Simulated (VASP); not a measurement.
# Ca (Fm-3m) in VASP: a series of runs, part 2 of 2

VASP 6.6.1.

## (3) Relaxation of cell and atoms, PBEsol

This run uses another cell than the first one, of 43.63 Å³/atom.

File INCAR:

```
ALGO = Normal ; EDIFF = 1E-6
EDIFFG = -0.01 ; ENCUT = 600
GGA = PS ; IBRION = 2
ISIF = 3 ; ISMEAR = 0
LASPH = T ; LCHARG = F
LREAL = F ; LWAVE = F
NELM = 60 ; NSW = 80
PREC = Accurate ; SIGMA = 0.05
```

File KPOINTS:

```
k-points
0
Gamma
  13 13 13
```

File POSCAR:

```
Ca
1.0
    0.0000000000      2.7942000000      2.7942000000
    2.7942000000      0.0000000000      2.7942000000
    2.7942000000      2.7942000000      0.0000000000
Ca
1
Direct
    0.0000000000      0.0000000000      0.0000000000
```

Potentials or basis: VASP PAW PBE potentials, release 64 (Ca_sv).

Started as:

```bash
> cat potpaw_PBE.64/Ca_sv/POTCAR > POTCAR
> mpirun -np 1 vasp_std > vasp.out
```

OUTCAR:

```text
EDIFF = 1E-6
   EDIFFG = -0.01
   ENCUT = 600
   GGA = PS
   IBRION = 2
   ISIF = 3
   ISMEAR = 0
   LASPH = T
   LREAL = F
   NELM = 60
   NSW = 80
   PREC = Accurate

 ion  position               nearest neighbor table
   1  0.000  0.000  0.000-

  LATTYP: Found a face centered cubic cell.
 ALAT       =     5.5884000000

  Lattice vectors:

 A1 = (   0.0000000000,   2.7942000000,   2.7942000000)
 A2 = (   2.7942000000,   0.0000000000,   2.7942000000)
 A3 = (   2.7942000000,   2.7942000000,   0.0000000000)

Analysis of symmetry for initial positions (statically):
=====================================================================
 Subroutine PRICEL returns:
 Original cell was already a primitive cell.

 Routine SETGRP: Setting up the symmetry group for a
 face centered cubic supercell.

 Subroutine GETGRP returns: Found 48 space group operations
 (whereof 48 operations were pure point group operations)
 out of a pool of 48 trial point group operations.

The static configuration has the point symmetry O_h .

Analysis of symmetry for dynamics (positions and initial velocities):
=====================================================================
 Subroutine PRICEL returns:
 Original cell was already a primitive cell.

 Routine SETGRP: Setting up the symmetry group for a
 face centered cubic supercell.

 Subroutine GETGRP returns: Found 48 space group operations
 (whereof 48 operations were pure point group operations)
 out of a pool of 48 trial point group operations.

The dynamic configuration has the point symmetry O_h .

 Subroutine INISYM returns: Found 48 space group operations
 (whereof 48 operations are pure point group operations),
 and found     1 'primitive' translations

----------------------------------------------------------------------------------------

                                     Primitive cell

  volume of cell :      43.6317

  direct lattice vectors                    reciprocal lattice vectors
     0.000000000  2.794200000  2.794200000    -0.178942094  0.178942094  0.178942094
     2.794200000  0.000000000  2.794200000     0.178942094 -0.178942094  0.178942094
     2.794200000  2.794200000  0.000000000     0.178942094  0.178942094 -0.178942094

  length of vectors
     3.951595536  3.951595536  3.951595536     0.309936799  0.309936799  0.309936799

  position of ions in fractional coordinates (direct lattice)
     0.000000000  0.000000000  0.000000000

  ion indices of the primitive-cell ions
   primitive index   ion index
                 1           1

----------------------------------------------------------------------------------------

 KPOINTS: k-points

Automatic generation of k-mesh.
 Grid dimensions read from file:
 generate k-points for:   13   13   13

 Generating k-lattice:

  Cartesian coordinates                     Fractional coordinates (reciprocal lattice)
    -0.013764776  0.013764776  0.013764776     0.076923077  0.000000000  0.000000000
     0.013764776 -0.013764776  0.013764776     0.000000000  0.076923077  0.000000000
     0.013764776  0.013764776 -0.013764776     0.000000000  0.000000000  0.076923077

  Length of vectors
[... 43 lines left out ...]
   NGX,Y,Z   is equivalent  to a cutoff of  13.46, 13.46, 13.46 a.u.
   NGXF,Y,Z  is equivalent  to a cutoff of  26.93, 26.93, 26.93 a.u.
 SYSTEM =  unknown system
   PREC   = accura    normal or accurate (medium, high low for compatibility)
   ISTART =      0    job   : 0-new  1-cont  2-samecut
   ICHARG =      2    charge: 1-file 2-atom 10-const
   ISPIN  =      1    spin polarized calculation?
   LNONCOLLINEAR =      F non collinear calculations
   LSORBIT =      F    spin-orbit coupling
   LASPH  =      T    aspherical Exc in radial PAW
   ENCUT  =  600.0 eV  44.10 Ry    6.64 a.u.   7.89  7.89  7.89*2*pi/ulx,y,z
   NELM   =     60;   NELMIN=  2; NELMDL= -5     # of ELM steps
   EDIFF  = 0.1E-05   stopping-criterion for ELM
   LREAL  =      F    real-space projection
   EDIFFG = -.1E-01   stopping-criterion for IOM
   NSW    =     80    number of steps for IOM
   IBRION =      2    ionic relax: 0-MD 1-quasi-New 2-CG
   NFREE  =      1    steps in history (QN), initial steepest desc. (CG)
   ISIF   =      3    stress and relaxation
   ISYM   =      2    0-nonsym 1-usesym 2-fastsym
   POTIM  = 0.5000    time-step for ionic-motion
   TEBEG  =    0.0;   TEEND  =   0.0 temperature during run
   PSTRESS=    0.0 pullay stress
   NELECT =      10.0000    total number of electrons
   NUPDOWN=      -1.0000    fix difference up-down
   EMIN   =  10.00;   EMAX   =-10.00  energy-range for DOS
   EFERMI =   0.00;   METHOD = LEGACY
   ISMEAR =     0;   SIGMA  =   0.05  broadening in eV -4-tet -1-fermi 0-gaus
   EFERMI_NEDOS =   21; number of points for ismear=-14 and -15
   IALGO  =     38    algorithm
   IMIX   =      4    mixing-type and parameters
     AMIX     =   0.40;   BMIX     =  1.00
     AMIX_MAG =   1.60;   BMIX_MAG =  1.00
  volume/ion in A,a.u.               =      43.63       294.44
  Fermi-wavevector in a.u.,A,eV,Ry     =   1.001861  1.893242 13.656506  1.003725
  Thomas-Fermi vector in A             =   2.134310
   LORBIT       =      0    0 simple, 1 ext, 2 COOP (PROOUT), +10 PAW based schemes
   GGA     = PS    functional components
   LHFCALC =     F    Hartree Fock is set to
   AEXX    =    0.0000 exact exchange contribution
   IVDW    =     0    specifies the selected vdW correction
   LEPSILON=     F    determine dielectric tensor
   LRPA    =     F    only Hartree local field effects (RPA)
 conjugate gradient relaxation of ions
 non-spin polarized calculation
 Gauss-broadening in eV      SIGMA  =   0.05
  energy-cutoff  :      600.00
  volume of cell :       43.63
 maximum number of plane-waves:      1472
   NGX = 15   NGY = 15   NGZ = 15

--------------------------------------- Ionic step        1  -------------------------------------------

 number of electron      10.0000001 magnetization

 Free energy of the ion-electron system (eV)
  ---------------------------------------------------
  ext. energy  EPLUGINS =         0.00000000
  ---------------------------------------------------
  free energy    TOTEN  =        -2.12300000 eV

  energy without entropy =       -2.12115128  energy(sigma->0) =       -2.12207564

------------------------ aborting loop because EDIFF is reached ----------------------------------------

  FORCE on cell =-STRESS in cart. coord.  units (eV):
  Direction    XX          YY          ZZ          XY          YZ          ZX
  --------------------------------------------------------------------------------------
  -------------------------------------------------------------------------------------
  Total       -0.3139458     -0.3139458     -0.3139458     -0.0000000     -0.0000000     -0.0000000
  in kB      -11.5282343    -11.5282343    -11.5282343     -0.0000000     -0.0000000     -0.0000000
  external PRESSURE =     -11.5282343 kB  Pullay stress =       0.0000000 kB
[... 57 lines left out ...]
--------------------------------------- Ionic step        3  -------------------------------------------

 number of electron      10.0000000 magnetization

 Free energy of the ion-electron system (eV)
  ---------------------------------------------------
  ext. energy  EPLUGINS =         0.00000000
  ---------------------------------------------------
  free energy    TOTEN  =        -2.13406850 eV

  energy without entropy =       -2.13235362  energy(sigma->0) =       -2.13321106

 E-fermi :   2.0421     XC(G=0):  -7.9336

 val. band max:        2.0094461648   @ k =  -0.3077   0.3846   0.0769
 cond. band min:       2.0434347333   @ k =   0.4615   0.0000   0.0000
 fundamental gap:      0.0339885685
 Fermi energy:         2.0420621549

 k-point     1 :       0.0000    0.0000    0.0000
  band No.  band energies     occupation
      1     -39.7155      2.00000
      2     -20.7022      2.00000
      3     -20.7022      2.00000
      4     -20.7022      2.00000
      5      -2.0602      2.00000
      6       4.4159      0.00000
      7       4.4159      0.00000
      8       4.4159      0.00000
      9       5.5442      0.00000
[... 265 lines left out ...]
 k-point    24 :       0.4615    0.1538    0.0000
  band No.  band energies     occupation
      1     -39.6983      2.00000
      2     -20.8435      2.00000
      3     -20.7418      2.00000
      4     -20.7327      2.00000
      5       0.7550      2.00000
      6       2.4312      0.00000
      7       3.9230      0.00000
      8       4.6105      0.00000
      9       6.1024      0.00000

 [... further k-points ...]

------------------------ aborting loop because EDIFF is reached ----------------------------------------

  FORCE on cell =-STRESS in cart. coord.  units (eV):
  Direction    XX          YY          ZZ          XY          YZ          ZX
  --------------------------------------------------------------------------------------
  -------------------------------------------------------------------------------------
  Total        0.0058962      0.0058962      0.0058962      0.0000000      0.0000000      0.0000000
  in kB        0.2326106      0.2326106      0.2326106      0.0000000      0.0000000      0.0000000
  external PRESSURE =       0.2326106 kB  Pullay stress =       0.0000000 kB
[... 16 lines left out ...]
  FREE ENERGIE OF THE ION-ELECTRON SYSTEM (eV)
  ---------------------------------------------------
  free  energy   TOTEN  =        -2.1340684990 eV

  energy  without entropy=       -2.1323536163  energy(sigma->0) =       -2.13321106

 reached required accuracy - stopping structural energy minimisation
```

Run time: 3.1 min. Hardware: 1 thread of Intel Xeon 8259CL, shared host; peak memory 0.19 GiB.

Results:

```yaml
Free_energy: -2.1341 eV
Relaxed_volume: 40.61 Å³/atom
Relaxed_cell: a = 3.858 Å, b = 3.858 Å, c = 3.858 Å, α = 60.00°, β = 60.00°, γ = 60.00°
Space_group_after_relaxing_to_0.1_Å: Fm-3m (No. 225)
Energy_gained_by_relaxing: 11.1 meV/atom
Ionic_steps: 3
Pressure_after_relaxing: 0.0 GPa
Band_gap_on_the_k_mesh: zero (bands 5 and 6 overlap by 0.20 eV)
```

Step by step:
```csv
step,energy change (eV),largest force (eV/Å),pressure (GPa),volume (Å³)
1,0.0000,0.0000,-1.15,43.63
2,-0.0097,0.0000,-0.43,41.68
3,-0.0111,0.0000,0.02,40.61
```

Final structure:
```
Ca
1.0
     0.00000    2.72819    2.72819
     2.72819    0.00000    2.72819
     2.72819    2.72819    0.00000
Ca
1
Direct
  0.00000 0.00000 0.00000
```

Levels at points of the mesh, in eV from the Fermi level:
| k point | band 2 | band 3 | band 4 | band 5 | band 6 | band 7 | band 8 | band 9 |
| --- | --- | --- | --- | --- | --- | --- | --- | --- |
| (0.00, 0.00, 0.00) | -22.74 | -22.74 | -22.74 | -4.10 | 2.37 | 2.37 | 2.37 | 3.50 |

Caveat: the PAW data sets were made with another functional, which shifts forces and pressure a little.

The gap in the log of VASP goes by the Fermi energy; the results here count the filled bands.